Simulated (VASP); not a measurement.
# ZnNi (Pm-3m) in VASP: further runs

ZnNi is run at these levels: LDA; tasks: vibrations by perturbation theory.

Program: VASP 6.6.1. These are calculated values, not measurements. Logs are shortened: lines on timing, memory, paths and dates and some standing lists are left out, and cuts for length are marked.

### 1 The cell of the first run

The structure is cubic, space group Pm-3m (No. 221). Conventional cell: a = 2.808 Å, b = 2.808 Å, c = 2.808 Å, α = 90.00°, β = 90.00°, γ = 90.00°. Zn (site symmetry m-3m) has 8 Ni at 2.43 Å and 6 Zn at 2.81 Å within 3.2 Å. Within 3.2 Å of Ni (site symmetry m-3m) lie 8 Zn at 2.43 Å and 6 Ni at 2.81 Å.

### 2 Vibrations by perturbation theory, LDA

INCAR reads:

```
SYSTEM = ZnNi
  PREC = Accurate
  ENCUT = 520
  EDIFF = 1E-8
  ISMEAR = -1
  SIGMA = 0.15
  LREAL = .FALSE.
  LASPH = .TRUE.
  NELM = 80
  ALGO = Normal
  ISIF = 2
  LWAVE = .FALSE.
  LCHARG = .FALSE.
  NBANDS = 18
  IBRION = 8
  NSW = 1
```

KPOINTS reads:

```
Automatic mesh
0
G
  14 14 14
  0 0 0
```

POSCAR reads:

```
ZnNi
1.0
    2.8076521721      0.0000000000      0.0000000000
    0.0000000000      2.8076521721      0.0000000000
    0.0000000000      0.0000000000      2.8076521721
Zn Ni
1 1
Direct
    0.5000000000      0.5000000000      0.5000000000
    0.0000000000      0.0000000000      0.0000000000
```

Potentials or basis: VASP PAW LDA potentials, release 64 (Zn, Ni).

Command:

```console
cat potpaw_LDA.64/Zn/POTCAR potpaw_LDA.64/Ni/POTCAR > POTCAR
mpirun -np 1 vasp_std > vasp.out
```

OUTCAR:

```text
SYSTEM = ZnNi
   PREC = Accurate
   ENCUT = 520
   EDIFF = 1E-8
   ISMEAR = -1
   LREAL = .FALSE.
   LASPH = .TRUE.
   NELM = 80
   ISIF = 2
   IBRION = 8
   NSW = 1

 ion  position               nearest neighbor table
   1  0.500  0.500  0.500-   2 2.43   2 2.43   2 2.43   2 2.43   2 2.43   2 2.43   2 2.43   2 2.43

   2  0.000  0.000  0.000-   1 2.43   1 2.43   1 2.43   1 2.43   1 2.43   1 2.43   1 2.43   1 2.43

  LATTYP: Found a simple cubic cell.
 ALAT       =     2.8076521721

  Lattice vectors:

 A1 = (   2.8076521721,   0.0000000000,   0.0000000000)
 A2 = (   0.0000000000,   2.8076521721,   0.0000000000)
 A3 = (   0.0000000000,   0.0000000000,   2.8076521721)

Analysis of symmetry for initial positions (statically):
=====================================================================
 Subroutine PRICEL returns:
 Original cell was already a primitive cell.

 Routine SETGRP: Setting up the symmetry group for a
 simple cubic supercell.

 Subroutine GETGRP returns: Found 48 space group operations
[... 9 lines left out ...]

 Routine SETGRP: Setting up the symmetry group for a
 simple cubic supercell.

 Subroutine GETGRP returns: Found 48 space group operations
[... 11 lines left out ...]
                                     Primitive cell

  volume of cell :      22.1325

  direct lattice vectors                    reciprocal lattice vectors
     2.807652172  0.000000000  0.000000000     0.356169475  0.000000000  0.000000000
     0.000000000  2.807652172  0.000000000     0.000000000  0.356169475  0.000000000
     0.000000000  0.000000000  2.807652172     0.000000000  0.000000000  0.356169475

  length of vectors
     2.807652172  2.807652172  2.807652172     0.356169475  0.356169475  0.356169475

  position of ions in fractional coordinates (direct lattice)
     0.500000000  0.500000000  0.500000000
     0.000000000  0.000000000  0.000000000

  ion indices of the primitive-cell ions
[... 644 lines left out ...]
  Total        0.1395923      0.1395923      0.1395923      0.0000000     -0.0000000      0.0000000
  in kB       10.1051345     10.1051345     10.1051345      0.0000000     -0.0000000      0.0000000
  external PRESSURE =      10.1051345 kB  Pullay stress =       0.0000000 kB

 VOLUME and BASIS-vectors are now :
 -----------------------------------------------------------------------------
  energy-cutoff  :      520.00
  volume of cell :       22.13
      direct lattice vectors                 reciprocal lattice vectors
     2.807652172  0.000000000  0.000000000     0.356169475  0.000000000  0.000000000
     0.000000000  2.807652172  0.000000000     0.000000000  0.356169475  0.000000000
     0.000000000  0.000000000  2.807652172     0.000000000  0.000000000  0.356169475

 POSITION                                       TOTAL-FORCE (eV/Angst)
 -----------------------------------------------------------------------------------
      1.40383      1.40383      1.40383         0.000000      0.000000      0.000000
      0.00000      0.00000      0.00000         0.000000      0.000000      0.000000
 -----------------------------------------------------------------------------------
    total drift:                                0.000000      0.000000     -0.000000

  FREE ENERGIE OF THE ION-ELECTRON SYSTEM (eV)
  ---------------------------------------------------
  free  energy   TOTEN  =        -9.0648837423 eV

  energy  without entropy=       -8.9951447312  energy(sigma->0) =       -9.03001424

[... ionic steps 2 to 3 ...]

--------------------------------------- Ionic step        4  -------------------------------------------

------------------------ aborting loop because EDIFF is reached ----------------------------------------

[... ionic steps 5 to 6 ...]

--------------------------------------- Ionic step        7  -------------------------------------------

 Free energy of the ion-electron system (eV)
  ---------------------------------------------------
  ---------------------------------------------------
  free energy    TOTEN  =        -0.18518016 eV

  energy without entropy =       -0.18518015

------------------------ aborting loop because EDIFF is reached ----------------------------------------

 INTERNAL STRAIN TENSOR  FOR ION    2  DIRECTION 1   (eV/Angst):
 -----------------------------------------------------------------------------
    -0.01206  0.00000 -0.00000
     0.00000  0.01480 -0.00000
    -0.00000 -0.00000  0.01480

 INTERNAL STRAIN TENSOR FOR ION    2 for displacements in x,y,z  (eV/Angst):
          X           Y           Z          XY          YZ          ZX
  --------------------------------------------------------------------------------
  x     0.00000     0.00000     0.00000     0.00000     0.00000     0.00000
  y     0.00000     0.00000     0.00000     0.00000     0.00000     0.00000
  z     0.00000     0.00000     0.00000     0.00000     0.00000     0.00000

 SECOND DERIVATIVES (NOT SYMMETRIZED)
 ------------------------------------
               1X          1Y          1Z          2X          2Y          2Z
  1X    -7.820020    0.000000    0.000000    7.820020   -0.000000   -0.000000
  1Y     0.000000   -7.820020   -0.000000   -0.000000    7.820020    0.000000
  1Z    -0.000000   -0.000000   -7.820020    0.000000    0.000000    7.820020
  2X     7.746071   -0.000000   -0.000000   -7.746071    0.000000    0.000000
  2Y    -0.000000    7.746071   -0.000000    0.000000   -7.746071    0.000000
  2Z     0.000000   -0.000000    7.746071    0.000000    0.000000   -7.746071

 Eigenvectors and eigenvalues of the dynamical matrix
 ----------------------------------------------------

   1 f  =    7.841230 THz    49.267900 2PiTHz  261.555274 cm-1    32.428706 meV
             X         Y         Z           dx          dy          dz
      1.403826  1.403826  1.403826     0.689471    0.000000    0.000000
      0.000000  0.000000  0.000000    -0.724313   -0.000000    0.000000
[... 21 lines left out ...]
   6 f/i=    0.018603 THz     0.116886 2PiTHz    0.620527 cm-1     0.076936 meV
             X         Y         Z           dx          dy          dz
      1.403826  1.403826  1.403826     0.447839    0.504588    0.263554
      0.000000  0.000000  0.000000     0.426297    0.480315    0.250876

--------------------------------------------------------------------------------------------------------

 ELASTIC MODULI CONTR FROM IONIC RELAXATION (kBar)
 Direction    XX          YY          ZZ          XY          YZ          ZX
 --------------------------------------------------------------------------------
 XX           0.0000      0.0000      0.0000      0.0000      0.0000      0.0000
 YY           0.0000      0.0000      0.0000      0.0000      0.0000      0.0000
 ZZ           0.0000      0.0000      0.0000      0.0000      0.0000      0.0000
 XY           0.0000      0.0000      0.0000      0.0000      0.0000      0.0000
 YZ           0.0000      0.0000      0.0000      0.0000      0.0000      0.0000
 ZX           0.0000      0.0000      0.0000      0.0000      0.0000      0.0000
 --------------------------------------------------------------------------------
```

stdout:

```text
POSCAR found type information on POSCAR ZnNi
 POSCAR found :  2 types and       2 ions
 scaLAPACK will be used
 LDA part: xc-table for (Slater(with rela. corr.)+CA(PZ))
 , standard interpolation
 POSCAR, INCAR and KPOINTS ok, starting setup
 FFT: planning ... GRIDC
 FFT: planning ... GRID_SOFT
 FFT: planning ... GRID
 WAVECAR not read
 entering main loop
 Linear response reoptimize wavefunctions to high precision
 Linear response DOF=           2
 Linear response progress:
 first order change of Fermi-energy  -0.59305E-03
 force on displaced ion       1 direction 1 :  -7.820  -0.000   0.000
 Linear response progress:
 first order change of Fermi-energy   0.20874E-02
 force on displaced ion       2 direction 1 :  -7.746   0.000  -0.000
 Linear response finished
```

Run time: 9.2 min. Hardware: 1 thread of Oxide Virtual Turin-like, shared host; peak memory 0.36 GiB.

What came out:

```
Highest phonon frequency at Γ, LO-TO splitting left out : 262 cm⁻¹
```

Phonon frequencies in cm⁻¹ (negative: imaginary):
| q point | frequencies |
| --- | --- |
| (0.000, 0.000, 0.000) | -1 -1 -1 262 262 262 |

Caveat: the cell wasn't relaxed at this level first, which shifts response properties. Spin polarisation is off, so any magnetic state and its effect on volume and gap are missing.

(Part 1 of 2 ends here.)
